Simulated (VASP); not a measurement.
# LuTl2ClO4 (P4/mmm) in VASP: single point with r2SCAN

Aim: the single point of LuTl2ClO4 with r2SCAN.

Everything below comes from runs of VASP 6.6.1. Logs are shortened: lines on timing, memory, paths and dates and some standing lists are left out, and cuts for length are marked.

### Step 1. The cell of the first run

It takes space group P4/mmm (No. 123, tetragonal). The conventional cell has a = 3.771 Å, b = 3.771 Å, c = 8.735 Å, α = 90.00°, β = 90.00°, γ = 90.00°. Within 4.4 Å of Cl (site symmetry 4/mmm) lie 8 Tl at 3.28 Å and 8 O at 3.58 Å and 4 Cl at 3.77 Å and 2 Lu at 4.37 Å. Lu (site symmetry 4/mmm) has 8 O at 2.31 Å within 3.0 Å. O (site symmetry 2mm) has 2 Tl at 2.20 Å and 2 Lu at 2.31 Å and 5 O at 2.66 to 2.67 Å within 2.9 Å. Within 2.9 Å of Tl (site symmetry 4mm) lie 4 O at 2.20 Å.

### Step 2. Single point, r2SCAN

Input file POSCAR:

```
LuTl2ClO4
1.0
    3.7709100000      0.0000000000      0.0000000000
    0.0000000000      3.7709100000      0.0000000000
    0.0000000000      0.0000000000      8.7348770000
Cl Lu O Tl
1 1 4 2
Direct
    0.0000000000      0.0000000000      0.5000000000
    0.0000000000      0.0000000000      0.0000000000
    0.5000000000      0.0000000000      0.8480000000
    0.0000000000      0.5000000000      0.8480000000
    0.5000000000      0.0000000000      0.1520000000
    0.0000000000      0.5000000000      0.1520000000
    0.5000000000      0.5000000000      0.7193000000
    0.5000000000      0.5000000000      0.2807000000
```

Input file INCAR.step1:

```
ALGO = Normal ; EDIFF = 1E-4
ENCUT = 520 ; GGA = PE
ISMEAR = -1 ; LASPH = T
LCHARG = F ; LREAL = F
LWAVE = T ; NBANDS = 51
NELM = 100 ; PREC = Accurate
SIGMA = 0.0261
```

Input file INCAR.step2:

```
ALGO = Normal ; EDIFF = 1E-6
ENCUT = 520 ; ISIF = 2
ISMEAR = -1 ; ISTART = 1
LASPH = T ; LCHARG = T
LELF = T ; LMIXTAU = T
LREAL = F ; LVHAR = T
LWAVE = F ; METAGGA = R2SCAN
NBANDS = 51 ; NELM = 100
PREC = Accurate ; SIGMA = 0.0261
```

Input file KPOINTS:

```
k-points
0
Gamma
  9 9 4
```

Potentials or basis: VASP PAW PBE potentials, release 64 (Cl, Lu, O, Tl_d).

On the command line:

```
$ cat potpaw_PBE.64/Cl/POTCAR potpaw_PBE.64/Lu/POTCAR potpaw_PBE.64/O/POTCAR potpaw_PBE.64/Tl_d/POTCAR > POTCAR
$ cp INCAR.step1 INCAR
$ mpirun -np 1 vasp_std > vasp.out
$ cp INCAR.step2 INCAR
$ mpirun -np 1 vasp_std > vasp.out
```

OUTCAR:

```text
EDIFF = 1E-6
   ENCUT = 520
   ISIF = 2
   ISMEAR = -1
   ISTART = 1
   LASPH = T
   LREAL = F
   METAGGA = R2SCAN
   NELM = 100
   PREC = Accurate

 ion  position               nearest neighbor table
   1  0.000  0.000  0.500-   7 3.28   8 3.28   7 3.28   8 3.28   7 3.28   8 3.28   7 3.28   8 3.28

   2  0.000  0.000  0.000-   3 2.31   4 2.31   5 2.31   6 2.31   4 2.31   6 2.31   3 2.31   5 2.31
                             7 3.62   8 3.62   7 3.62   8 3.62   7 3.62   8 3.62   7 3.62   8 3.62
   3  0.500  0.000  0.848-   7 2.20   7 2.20   2 2.31   2 2.31
   4  0.000  0.500  0.848-   7 2.20   7 2.20   2 2.31   2 2.31
   5  0.500  0.000  0.152-   8 2.20   8 2.20   2 2.31   2 2.31
   6  0.000  0.500  0.152-   8 2.20   8 2.20   2 2.31   2 2.31
   7  0.500  0.500  0.719-   3 2.20   4 2.20   3 2.20   4 2.20   1 3.28   1 3.28   1 3.28   1 3.28
                             2 3.62   2 3.62   2 3.62   2 3.62   8 3.83
   8  0.500  0.500  0.281-   5 2.20   6 2.20   5 2.20   6 2.20   1 3.28   1 3.28   1 3.28   1 3.28
                             2 3.62   2 3.62   2 3.62   2 3.62   7 3.83

  LATTYP: Found a simple tetragonal cell.
 ALAT       =     3.7709100000
 C/A-ratio  =     2.3163843741

  Lattice vectors:

 A1 = (   3.7709100000,   0.0000000000,   0.0000000000)
 A2 = (   0.0000000000,   3.7709100000,   0.0000000000)
 A3 = (   0.0000000000,   0.0000000000,   8.7348770000)

Analysis of symmetry for initial positions (statically):
=====================================================================
 Subroutine PRICEL returns:
 Original cell was already a primitive cell.

 Routine SETGRP: Setting up the symmetry group for a
 simple tetragonal supercell.

 Subroutine GETGRP returns: Found 16 space group operations
 (whereof 16 operations were pure point group operations)
 out of a pool of 16 trial point group operations.

The static configuration has the point symmetry D_4h.

Analysis of symmetry for dynamics (positions and initial velocities):
=====================================================================
 Subroutine PRICEL returns:
 Original cell was already a primitive cell.

 Routine SETGRP: Setting up the symmetry group for a
 simple tetragonal supercell.

 Subroutine GETGRP returns: Found 16 space group operations
 (whereof 16 operations were pure point group operations)
 out of a pool of 16 trial point group operations.

The dynamic configuration has the point symmetry D_4h.

 Subroutine INISYM returns: Found 16 space group operations
 (whereof 16 operations are pure point group operations),
 and found     1 'primitive' translations

----------------------------------------------------------------------------------------

                                     Primitive cell

  volume of cell :     124.2079

  direct lattice vectors                    reciprocal lattice vectors
     3.770910000  0.000000000  0.000000000     0.265187978  0.000000000  0.000000000
     0.000000000  3.770910000  0.000000000     0.000000000  0.265187978  0.000000000
     0.000000000  0.000000000  8.734877000     0.000000000  0.000000000  0.114483581

  length of vectors
     3.770910000  3.770910000  8.734877000     0.265187978  0.265187978  0.114483581

  position of ions in fractional coordinates (direct lattice)
     0.000000000  0.000000000  0.500000000
     0.000000000  0.000000000  0.000000000
     0.500000000  0.000000000  0.848000000
     0.000000000  0.500000000  0.848000000
     0.500000000  0.000000000  0.152000000
     0.000000000  0.500000000  0.152000000
     0.500000000  0.500000000  0.719300000
     0.500000000  0.500000000  0.280700000

  ion indices of the primitive-cell ions
   primitive index   ion index
                 1           1
                 2           2
                 3           3
                 4           4
                 5           5
                 6           6
                 7           7
                 8           8

----------------------------------------------------------------------------------------

 KPOINTS: k-points

Automatic generation of k-mesh.
 Grid dimensions read from file:
 generate k-points for:    9    9    4

 Generating k-lattice:

  Cartesian coordinates                     Fractional coordinates (reciprocal lattice)
     0.029465331  0.000000000  0.000000000     0.111111111  0.000000000  0.000000000
     0.000000000  0.029465331  0.000000000     0.000000000  0.111111111  0.000000000
     0.000000000  0.000000000  0.028620895     0.000000000  0.000000000  0.250000000

  Length of vectors
     0.029465331  0.029465331  0.028620895

  Shift w.r.t. Gamma in fractional coordinates (k-lattice)
     0.000000000  0.000000000  0.000000000

 Subroutine IBZKPT returns following result:
 ===========================================

 Found     45 irreducible k-points:

 Following reciprocal coordinates:
            Coordinates               Weight
  0.000000  0.000000  0.000000      1.000000
  0.111111  0.000000  0.000000      4.000000
  0.222222  0.000000  0.000000      4.000000
  0.333333  0.000000  0.000000      4.000000
  0.444444  0.000000  0.000000      4.000000
  0.111111  0.111111  0.000000      4.000000
[... 16 lines left out ...]
  0.333333  0.111111  0.250000     16.000000
  0.444444  0.111111  0.250000     16.000000
 [... further k-points ...]
   k-points           NKPTS =     45   k-points in BZ     NKDIM =     45   number of bands    NBANDS=     51
   number of dos      NEDOS =    301   number of ions     NIONS =      8
   total plane-waves  NPLWV =  54880
   dimension x,y,z NGX =    28 NGY =   28 NGZ =   70
   dimension x,y,z NGXF=    56 NGYF=   56 NGZF=  140
   ions per type =               1   1   4   2
   NGX,Y,Z   is equivalent  to a cutoff of  12.34, 12.34, 13.32 a.u.
   NGXF,Y,Z  is equivalent  to a cutoff of  24.69, 24.69, 26.65 a.u.
 SYSTEM =  unknown system
   PREC   = accura    normal or accurate (medium, high low for compatibility)
   ISTART =      1    job   : 0-new  1-cont  2-samecut
   ICHARG =      0    charge: 1-file 2-atom 10-const
   ISPIN  =      1    spin polarized calculation?
   LNONCOLLINEAR =      F non collinear calculations
   LSORBIT =      F    spin-orbit coupling
   LASPH  =      T    aspherical Exc in radial PAW
   ENCUT  =  520.0 eV  38.22 Ry    6.18 a.u.   7.01  7.01 16.24*2*pi/ulx,y,z
   NELM   =    100;   NELMIN=  2; NELMDL=  0     # of ELM steps
   EDIFF  = 0.1E-05   stopping-criterion for ELM
   LREAL  =      F    real-space projection
   EDIFFG = 0.1E-04   stopping-criterion for IOM
   NSW    =      0    number of steps for IOM
   IBRION =     -1    ionic relax: 0-MD 1-quasi-New 2-CG
   NFREE  =      0    steps in history (QN), initial steepest desc. (CG)
   ISIF   =      2    stress and relaxation
   ISYM   =      2    0-nonsym 1-usesym 2-fastsym
   POTIM  = 0.5000    time-step for ionic-motion
   TEBEG  =    0.0;   TEEND  =   0.0 temperature during run
   PSTRESS=    0.0 pullay stress
   NELECT =      82.0000    total number of electrons
   NUPDOWN=      -1.0000    fix difference up-down
   EMIN   =  10.00;   EMAX   =-10.00  energy-range for DOS
   EFERMI =   0.00;   METHOD = LEGACY
   ISMEAR =    -1;   SIGMA  =   0.03  broadening in eV -4-tet -1-fermi 0-gaus
   EFERMI_NEDOS =   21; number of points for ismear=-14 and -15
   IALGO  =     38    algorithm
   IMIX   =      4    mixing-type and parameters
     AMIX     =   0.40;   BMIX     =  1.00
     AMIX_MAG =   1.60;   BMIX_MAG =  1.00
  volume/ion in A,a.u.               =      15.53       104.77
  Fermi-wavevector in a.u.,A,eV,Ry     =   1.425486  2.693779 27.647194  2.032011
  Thomas-Fermi vector in A             =   2.545865
   LORBIT       =      0    0 simple, 1 ext, 2 COOP (PROOUT), +10 PAW based schemes
   METAGGA = R2SCAN    functional components
   LHFCALC =     F    Hartree Fock is set to
   AEXX    =    0.0000 exact exchange contribution
   IVDW    =     0    specifies the selected vdW correction
   LEPSILON=     F    determine dielectric tensor
   LRPA    =     F    only Hartree local field effects (RPA)
 non-spin polarized calculation
  energy-cutoff  :      520.00
  volume of cell :      124.21
 maximum number of plane-waves:      3366
   NGX = 15   NGY = 15   NGZ = 33

 number of electron      81.9999999 magnetization

 Free energy of the ion-electron system (eV)
  ---------------------------------------------------
  ext. energy  EPLUGINS =         0.00000000
  ---------------------------------------------------
  free energy    TOTEN  =      -186.28545691 eV

  energy without entropy =     -186.27770591  energy(sigma->0) =     -186.28158141

 E-fermi :   3.6625     XC(G=0): -11.4431

 val. band max:        3.6196408539   @ k =   0.4444   0.3333   0.0000
 cond. band min:       3.6673048084   @ k =   0.4444   0.4444   0.0000
 fundamental gap:      0.0476639545
 Fermi energy:         3.6625449130

 k-point     1 :       0.0000    0.0000    0.0000
  band No.  band energies     occupation
      1     -51.3788      2.00000
      2     -21.6175      2.00000
      3     -21.4180      2.00000
      4     -21.4180      2.00000
      5     -15.3697      2.00000
      6     -14.5254      2.00000
[... 43 lines left out ...]
     50      12.5171      0.00000
     51      13.7864      0.00000

 k-point     2 :       0.1111    0.0000    0.0000
  band No.  band energies     occupation
      1     -51.3784      2.00000
      2     -21.6051      2.00000
      3     -21.4596      2.00000
      4     -21.4167      2.00000
      5     -15.2963      2.00000
      6     -14.5146      2.00000
[... 43 lines left out ...]
     50      12.8334      0.00000
     51      13.1315      0.00000

 k-point     3 :       0.2222    0.0000    0.0000
  band No.  band energies     occupation
      1     -51.3771      2.00000
      2     -21.5734      2.00000
      3     -21.5614      2.00000
      4     -21.4131      2.00000
      5     -15.1038      2.00000
      6     -14.4894      2.00000
[... 1123 lines left out ...]
     50      12.9021      0.00000
     51      13.0915      0.00000

 k-point    24 :       0.4444    0.1111    0.2500
  band No.  band energies     occupation
      1     -51.3743      2.00000
      2     -21.7394      2.00000
      3     -21.5005      2.00000
      4     -21.4470      2.00000
      5     -14.6016      2.00000
      6     -14.4394      2.00000
[... 43 lines left out ...]
     50      12.9824      0.00000
     51      13.1415      0.00000

 [... further k-points ...]

------------------------ aborting loop because EDIFF is reached ----------------------------------------

  FORCE on cell =-STRESS in cart. coord.  units (eV):
  Direction    XX          YY          ZZ          XY          YZ          ZX
  --------------------------------------------------------------------------------------
  -------------------------------------------------------------------------------------
  Total        5.6652867      5.6652867     -1.3706708      0.0000000     -0.0000000      0.0000000
  in kB       73.0774433     73.0774433    -17.6805033      0.0000000     -0.0000000      0.0000000
  external PRESSURE =      42.8247944 kB  Pullay stress =       0.0000000 kB

 VOLUME and BASIS-vectors are now :
 -----------------------------------------------------------------------------
  energy-cutoff  :      520.00
  volume of cell :      124.21
      direct lattice vectors                 reciprocal lattice vectors
     3.770910000  0.000000000  0.000000000     0.265187978  0.000000000  0.000000000
     0.000000000  3.770910000  0.000000000     0.000000000  0.265187978  0.000000000
     0.000000000  0.000000000  8.734877000     0.000000000  0.000000000  0.114483581

 POSITION                                       TOTAL-FORCE (eV/Angst)
 -----------------------------------------------------------------------------------
      0.00000      0.00000      4.36744        -0.000000     -0.000000     -0.000000
      0.00000      0.00000      0.00000        -0.000000     -0.000000     -0.000000
      1.88546      0.00000      7.40718        -0.000000      0.000000     -0.307051
      0.00000      1.88546      7.40718        -0.000000     -0.000000     -0.307051
      1.88546      0.00000      1.32770        -0.000000     -0.000000      0.307051
      0.00000      1.88546      1.32770         0.000000     -0.000000      0.307051
      1.88546      1.88546      6.28300        -0.000000      0.000000      0.443955
      1.88546      1.88546      2.45188         0.000000     -0.000000     -0.443955
 -----------------------------------------------------------------------------------
    total drift:                               -0.000000      0.000000      0.000000

  FREE ENERGIE OF THE ION-ELECTRON SYSTEM (eV)
  ---------------------------------------------------
  free  energy   TOTEN  =      -186.2854569053 eV

  energy  without entropy=     -186.2777059123  energy(sigma->0) =     -186.28158141
```

It took 11 min on 1 thread of Intel Xeon Platinum 8559C (Emerald Rapids), shared host; peak memory 0.44 GiB.

What came out:

```
Free energy            : -186.2855 eV
Pressure               : 4.3 GPa
Largest force          : 0.444 eV/Å
Band gap on the k mesh : zero (bands 41 and 42 overlap by 0.18 eV)
```

Forces on the atoms (eV/Å):
```
Cl   0.000  0.000  0.000
Lu   0.000  0.000  0.000
O    0.000  0.000 -0.307
O    0.000  0.000 -0.307
O    0.000  0.000  0.307
O    0.000  0.000  0.307
Tl   0.000  0.000  0.444
Tl   0.000  0.000 -0.444
```

Levels at points of the mesh, in eV from the Fermi level:
| k point | band 39 | band 40 | band 41 | band 42 | band 43 | band 44 |
| --- | --- | --- | --- | --- | --- | --- |
| (0.00, 0.00, 0.00) | -0.76 | -0.41 | -0.41 | -0.12 | 2.01 | 4.60 |
| (0.00, 0.00, 0.50) | -0.41 | -0.41 | -0.12 | 0.63 | 0.76 | 5.83 |

Caveat: the cell stands under pressure; the PAW data sets were made with another functional, which shifts forces and pressure a little; spin-orbit coupling is left out, which moves the levels of the heavy elements.
